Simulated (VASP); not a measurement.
Write the native input for VASP 6.6.1 that does the following.

| Property | Result |
| --- | --- |
| Task | single point |
| Functional | PBE |
| Dispersion | D3(BJ) |
| Potentials or basis | VASP PAW PBE potentials, release 64 (C) |
| Cutoff | 520 eV |
| k mesh | 12 × 12 × 12 |
| Occupations | gaussian, width 0.01 eV |
| Spin | no spin polarisation |
| Dipole correction | no |
| Further INCAR settings | ALGO = Normal; EDIFF = 1e-06; NBANDS = 11 |

The structure of C lies in POSCAR:

```
C
1.0
    1.2317640168      0.7111592867      3.2864651448
   -1.2317640168      0.7111592867      3.2864651448
    0.0000000000     -1.4223185734      3.2864651448
C
2
Direct
    0.1665707596      0.1665707596      0.1665707596
    0.8334292404      0.8334292404      0.8334292404
```

This cell differs from its parent crystal: volume scaled by 0.98, then relaxed in part.

One way to write it, as run:

INCAR

```
  PREC = Accurate
  ENCUT = 520
  EDIFF = 1E-6
  ISMEAR = 0
  SIGMA = 0.01
  LREAL = F
  LASPH = T
  NELM = 100
  ALGO = Normal
  ISIF = 2
  LWAVE = F
  LCHARG = F
  GGA = PE
  IVDW = 12
  NBANDS = 11
```

KPOINTS

```
regular mesh
0
Gamma
  12 12 12
```

Potentials or basis: VASP PAW PBE potentials, release 64 (C).

Launch:

```sh
$ cat potpaw_PBE.64/C/POTCAR > POTCAR
$ mpirun -np 1 vasp_std > vasp.out
```

Results of the run:

- Pressure: 1.2 GPa
- Band gap on the k mesh: 0.73 eV, direct
- Dispersion energy per atom: -0.160 eV

Run time: 51 s on 1 thread of Intel(R) Xeon(R) Platinum 8259CL CPU @ 2.50GHz (Skylake/Cascade Lake), with other jobs on the host, peak memory 0.18 GiB.
